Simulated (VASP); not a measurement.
# Al (Fm-3m) in VASP: a series of runs

Al is run at these levels: r2SCAN; tasks: single point.

Program: VASP 6.6.1. These are calculated values, not measurements. Logs are shortened: lines on timing, memory, paths and dates and some standing lists are left out, and cuts for length are marked.

## 1. The cell of the first run

It takes space group Fm-3m (No. 225, cubic). The conventional cell has a = 3.992 Å, b = 3.992 Å, c = 3.992 Å, α = 90.00°, β = 90.00°, γ = 90.00°. Within 3.7 Å of Al (site symmetry m-3m) lie 12 Al at 2.82 Å.

## 2. Single point, r2SCAN

Contents of POSCAR:

```
Al
1.0
    0.0000000000      1.9961079892     -1.9961079892
   -1.9961079892      0.0000000000      1.9961079892
    3.9922159783      3.9922159783      3.9922159783
Al
3
Direct
    0.0000000000      0.0000000000      0.0000000000
    0.3333333330      0.6666666670      0.3333333330
    0.6666666670      0.3333333330      0.6666666670
```

Contents of INCAR.step1:

```
ALGO     = Normal         # electronic algorithm
EDIFF    = 1E-4           # SCF threshold, eV
ENCUT    = 520            # plane-wave cutoff, eV
GGA      = PE             # functional
ISMEAR   = -1             # smearing method
LASPH    = True           # aspherical terms in the spheres
LCHARG   = False          # write CHGCAR
LREAL    = False          # projectors in reciprocal space
LWAVE    = True           # write WAVECAR
NBANDS   = 12             # bands
NELM     = 80             # most SCF steps
PREC     = Accurate       # precision mode
SIGMA    = 0.05           # smearing width, eV
```

Contents of INCAR.step2:

```
ALGO     = Normal         # electronic algorithm
EDIFF    = 1E-7           # SCF threshold, eV
ENCUT    = 520            # plane-wave cutoff, eV
ISIF     = 2              # what is computed and relaxed
ISMEAR   = -1             # smearing method
ISTART   = 1            
LASPH    = True           # aspherical terms in the spheres
LCHARG   = True           # write CHGCAR
LELF     = True           # ELF
LMIXTAU  = True         
LREAL    = False          # projectors in reciprocal space
LVHAR    = True         
LWAVE    = False          # write WAVECAR
METAGGA  = R2SCAN         # meta-GGA
NBANDS   = 12             # bands
NELM     = 80             # most SCF steps
PREC     = Accurate       # precision mode
SIGMA    = 0.05           # smearing width, eV
```

Contents of KPOINTS:

```
k-points
0
Gamma
  13 13 5
```

Potentials or basis: VASP PAW PBE potentials, release 64 (Al).

Launch:

```bash
$ cat potpaw_PBE.64/Al/POTCAR > POTCAR
$ cp INCAR.step1 INCAR
$ mpirun -np 1 vasp_std > vasp.out
$ cp INCAR.step2 INCAR
$ mpirun -np 1 vasp_std > vasp.out
```

OUTCAR:

```text
EDIFF = 1E-7
   ENCUT = 520
   ISIF = 2
   ISMEAR = -1
   ISTART = 1
   LASPH = True
   LREAL = False
   METAGGA = R2SCAN
   NELM = 80
   PREC = Accurate

 ion  position               nearest neighbor table
   1  0.000  0.000  0.000-   2 2.82   3 2.82   3 2.82   2 2.82   3 2.82   2 2.82
   2  0.333  0.667  0.333-   1 2.82   1 2.82   1 2.82   3 2.82   3 2.82   3 2.82
   3  0.667  0.333  0.667-   1 2.82   1 2.82   1 2.82   2 2.82   2 2.82   2 2.82

  LATTYP: Found a hexagonal cell.
 ALAT       =     2.8229229903
 C/A-ratio  =     2.4494897427

  Lattice vectors:

 A1 = (   0.0000000000,   1.9961079892,  -1.9961079892)
 A2 = (  -1.9961079892,   0.0000000000,   1.9961079892)
 A3 = (   3.9922159783,   3.9922159783,   3.9922159783)

Analysis of symmetry for initial positions (statically):
=====================================================================
 Subroutine PRICEL returns following result:

  LATTYP: Found a face centered cubic cell.
 ALAT       =     3.9922159743

  Lattice vectors:

 A1 = (   1.9961079872,   1.9961079872,  -0.0000000000)
 A2 = (  -0.0000000020,   1.9961079872,   1.9961079892)
 A3 = (   1.9961079932,   0.0000000040,   1.9961079892)

   3 primitive cells build up your supercell.

 Routine SETGRP: Setting up the symmetry group for a
 hexagonal supercell.

 Subroutine GETGRP returns: Found 12 space group operations
 (whereof 12 operations were pure point group operations)
 out of a pool of 24 trial point group operations.

The static configuration has the point symmetry D_3d.

Analysis of symmetry for dynamics (positions and initial velocities):
=====================================================================
 Subroutine PRICEL returns following result:

  LATTYP: Found a face centered cubic cell.
 ALAT       =     3.9922159743

  Lattice vectors:

 A1 = (   1.9961079872,   1.9961079872,  -0.0000000000)
 A2 = (  -0.0000000020,   1.9961079872,   1.9961079892)
 A3 = (   1.9961079932,   0.0000000040,   1.9961079892)

   3 primitive cells build up your supercell.

 Routine SETGRP: Setting up the symmetry group for a
 hexagonal supercell.

 Subroutine GETGRP returns: Found 12 space group operations
 (whereof 12 operations were pure point group operations)
 out of a pool of 24 trial point group operations.

The dynamic configuration has the point symmetry D_3d.

 Subroutine INISYM returns: Found 12 space group operations
[... 97 lines left out ...]
   EDIFFG = 0.1E-05   stopping-criterion for IOM
   NSW    =      0    number of steps for IOM
   IBRION =     -1    ionic relax: 0-MD 1-quasi-New 2-CG
   NFREE  =      0    steps in history (QN), initial steepest desc. (CG)
   ISIF   =      2    stress and relaxation
   ISYM   =      2    0-nonsym 1-usesym 2-fastsym
   POTIM  = 0.5000    time-step for ionic-motion
   TEBEG  =    0.0;   TEEND  =   0.0 temperature during run
   PSTRESS=    0.0 pullay stress
   NELECT =       9.0000    total number of electrons
   NUPDOWN=      -1.0000    fix difference up-down
   EMIN   =  10.00;   EMAX   =-10.00  energy-range for DOS
   EFERMI =   0.00;   METHOD = LEGACY
   ISMEAR =    -1;   SIGMA  =   0.05  broadening in eV -4-tet -1-fermi 0-gaus
   EFERMI_NEDOS =   21; number of points for ismear=-14 and -15
   IALGO  =     38    algorithm
   IMIX   =      4    mixing-type and parameters
     AMIX     =   0.40;   BMIX     =  1.00
     AMIX_MAG =   1.60;   BMIX_MAG =  1.00
  volume/ion in A,a.u.               =      15.91       107.34
  Fermi-wavevector in a.u.,A,eV,Ry     =   0.938832  1.774135 11.992250  0.881406
  Thomas-Fermi vector in A             =   2.066083
   LORBIT       =      0    0 simple, 1 ext, 2 COOP (PROOUT), +10 PAW based schemes
   METAGGA = R2SCAN    functional components
   LHFCALC =     F    Hartree Fock is set to
   AEXX    =    0.0000 exact exchange contribution
   IVDW    =     0    specifies the selected vdW correction
   LEPSILON=     F    determine dielectric tensor
   LRPA    =     F    only Hartree local field effects (RPA)
 non-spin polarized calculation
  energy-cutoff  :      520.00
  volume of cell :       47.72
 maximum number of plane-waves:      1300
 NGX is ok and might be reduce to    24
   NGX = 11   NGY = 11   NGZ = 25

 number of electron       9.0000000 magnetization

 Free energy of the ion-electron system (eV)
  ---------------------------------------------------
  ext. energy  EPLUGINS =         0.00000000
  ---------------------------------------------------
  free energy    TOTEN  =       -20.21802165 eV

  energy without entropy =      -20.20928817  energy(sigma->0) =      -20.21365491

 E-fermi :   8.4023     XC(G=0): -11.0420

 val. band max:        8.3860892146   @ k =  -0.0769   0.3846   0.4000
 cond. band min:       8.4290866882   @ k =   0.2308   0.0769   0.2000
 fundamental gap:      0.0429974736
 Fermi energy:         8.4022976438

 k-point     1 :       0.0000    0.0000    0.0000
  band No.  band energies     occupation
      1      -3.6959      2.00000
      2      -0.4456      2.00000
      3      -0.4456      2.00000
      4       8.9509      0.00003
      5       8.9509      0.00003
      6      20.1547      0.00000
      7      20.1547      0.00000
      8      20.1547      0.00000
      9      20.1547      0.00000
     10      21.9337      0.00000
     11      21.9338      0.00000
     12      21.9338      0.00000
[... 331 lines left out ...]
 k-point    24 :       0.0000    0.0769    0.2000
  band No.  band energies     occupation
      1      -3.4090      2.00000
      2      -1.4536      2.00000
      3       1.1093      2.00000
      4       6.7724      2.00000
      5      11.6054      0.00000
      6      17.6104      0.00000
      7      18.6688      0.00000
      8      18.8775      0.00000
      9      20.2353      0.00000
     10      20.2775      0.00000
     11      20.3761      0.00000
     12      21.7102      0.00000

 [... further k-points ...]
[... 5 lines left out ...]
  --------------------------------------------------------------------------------------
  -------------------------------------------------------------------------------------
  Total       -0.0997079     -0.0997079     -0.0997079     -0.1048356     -0.1048356     -0.1048356
  in kB       -3.3476264     -3.3476264     -3.3476264     -3.5197846     -3.5197846     -3.5197846
  external PRESSURE =      -3.3476264 kB  Pullay stress =       0.0000000 kB

 VOLUME and BASIS-vectors are now :
 -----------------------------------------------------------------------------
  energy-cutoff  :      520.00
  volume of cell :       47.72
      direct lattice vectors                 reciprocal lattice vectors
     0.000000000  1.996107989 -1.996107989    -0.166991633  0.333983267 -0.166991633
    -1.996107989  0.000000000  1.996107989    -0.333983267  0.166991633  0.166991633
     3.992215978  3.992215978  3.992215978     0.083495817  0.083495817  0.083495817

 POSITION                                       TOTAL-FORCE (eV/Angst)
 -----------------------------------------------------------------------------------
      0.00000      0.00000      0.00000         0.000000      0.000000      0.000000
     -0.00000      1.99611      1.99611        -0.000000     -0.000000     -0.000000
      1.99611      3.99222      1.99611        -0.000000      0.000000     -0.000000
 -----------------------------------------------------------------------------------
    total drift:                                0.000000      0.000000     -0.000000

  FREE ENERGIE OF THE ION-ELECTRON SYSTEM (eV)
  ---------------------------------------------------
  free  energy   TOTEN  =       -20.2180216495 eV

  energy  without entropy=      -20.2092881667  energy(sigma->0) =      -20.21365491
```

OUTCAR.step1:

```text
EDIFF = 1E-4
   ENCUT = 520
   GGA = PE
   ISMEAR = -1
   LASPH = True
   LREAL = False
[... 600 lines left out ...]
      0.00000      0.00000      0.00000         0.000000     -0.000000      0.000000
     -0.00000      1.99611      1.99611         0.000000      0.000000     -0.000000
      1.99611      3.99222      1.99611        -0.000000      0.000000      0.000000
 -----------------------------------------------------------------------------------
    total drift:                                0.000000      0.000000     -0.000000

  FREE ENERGIE OF THE ION-ELECTRON SYSTEM (eV)
  ---------------------------------------------------
  free  energy   TOTEN  =       -11.2237036545 eV

  energy  without entropy=      -11.2135551141  energy(sigma->0) =      -11.21862938
```

OSZICAR.step1:

```text
N       E                     dE             d eps       ncg     rms          rms(c)
DAV:   1     0.308636087335E+01    0.30864E+01   -0.30440E+03  2192   0.533E+02
DAV:   2    -0.108359485175E+02   -0.13922E+02   -0.13141E+02  2828   0.782E+01
DAV:   3    -0.112906399148E+02   -0.45469E+00   -0.45173E+00  2912   0.107E+01
DAV:   4    -0.112931822876E+02   -0.25424E-02   -0.25422E-02  2612   0.102E+00
DAV:   5    -0.112932088186E+02   -0.26531E-04   -0.26531E-04  2864   0.105E-01    0.238E+00
DAV:   6    -0.112530976493E+02    0.40111E-01   -0.41589E-03  2516   0.368E-01    0.138E+00
DAV:   7    -0.112239447737E+02    0.29153E-01   -0.11173E-02  2452   0.564E-01    0.206E-01
DAV:   8    -0.112237098938E+02    0.23488E-03   -0.14805E-04  2756   0.702E-02    0.348E-02
DAV:   9    -0.112237036545E+02    0.62393E-05   -0.49627E-06  1484   0.120E-02
   1 F= -.11223704E+02 E0= -.11218629E+02  d E =-.101485E-01
```

It took 71 s on 1 thread of Intel Xeon 6975P-C (Granite Rapids), shared host; peak memory 0.19 GiB.

What came out:

| Property | Result |
| --- | --- |
| Free energy | -20.2180 eV |
| Pressure | -0.3 GPa |

Caveat: the PAW data sets were made with another functional, which shifts forces and pressure a little.

## 3. Single point, r2SCAN

POSCAR is that of step 2.

Contents of INCAR.step1:

```
SYSTEM = Al
PREC     = Accurate       ! precision mode
ENCUT    = 520            ! plane-wave cutoff, eV
ISMEAR   = -1             ! smearing method
SIGMA    = 0.05           ! smearing width, eV
LREAL    = .FALSE.        ! projectors in reciprocal space
LASPH    = .TRUE.         ! aspherical terms in the spheres
NELM     = 60             ! most SCF steps
NBANDS   = 12             ! bands
GGA      = PE             ! functional
ALGO     = Normal         ! electronic algorithm
EDIFF    = 1E-4           ! SCF threshold, eV
LWAVE    = .TRUE.         ! write WAVECAR
LCHARG   = .FALSE.        ! write CHGCAR
```

Contents of INCAR.step2:

```
SYSTEM = Al
PREC     = Accurate       ! precision mode
ENCUT    = 520            ! plane-wave cutoff, eV
EDIFF    = 1E-6           ! SCF threshold, eV
ISMEAR   = -1             ! smearing method
SIGMA    = 0.05           ! smearing width, eV
LREAL    = .FALSE.        ! projectors in reciprocal space
LASPH    = .TRUE.         ! aspherical terms in the spheres
NELM     = 60             ! most SCF steps
ALGO     = Normal         ! electronic algorithm
ISIF     = 2              ! what is computed and relaxed
LWAVE    = .FALSE.        ! write WAVECAR
LCHARG   = .TRUE.         ! write CHGCAR
METAGGA  = R2SCAN         ! meta-GGA
LMIXTAU  = .TRUE.       
LELF     = .TRUE.         ! ELF
LVHAR    = .TRUE.       
NBANDS   = 12             ! bands
ISTART   = 1
```

Contents of KPOINTS:

```
regular mesh
0
G
  13 13 5
  0 0 0
```

Potentials or basis: VASP PAW PBE potentials, release 64 (Al).

Launch:

```bash
$ cat potpaw_PBE.64/Al/POTCAR > POTCAR
$ cp INCAR.step1 INCAR
$ mpirun -np 1 vasp_std > vasp.out
$ cp INCAR.step2 INCAR
$ mpirun -np 1 vasp_std > vasp.out
```

Run time: 61 s. Hardware: 1 thread of Intel Xeon 6975P-C (Granite Rapids), shared host; peak memory 0.19 GiB.

It converged, with:

* Free energy: -20.2180 eV
* Pressure: -0.3 GPa

Levels at points of the mesh, in eV from the Fermi level:
```tsv
k point	band 1	band 2	band 3	band 4	band 5	band 6	band 7	band 8
(0.00, 0.00, 0.00)	-12.10	-8.85	-8.85	0.55	0.55	11.75	11.75	11.75
```

Caveat: the PAW data sets were made with another functional, which shifts forces and pressure a little.
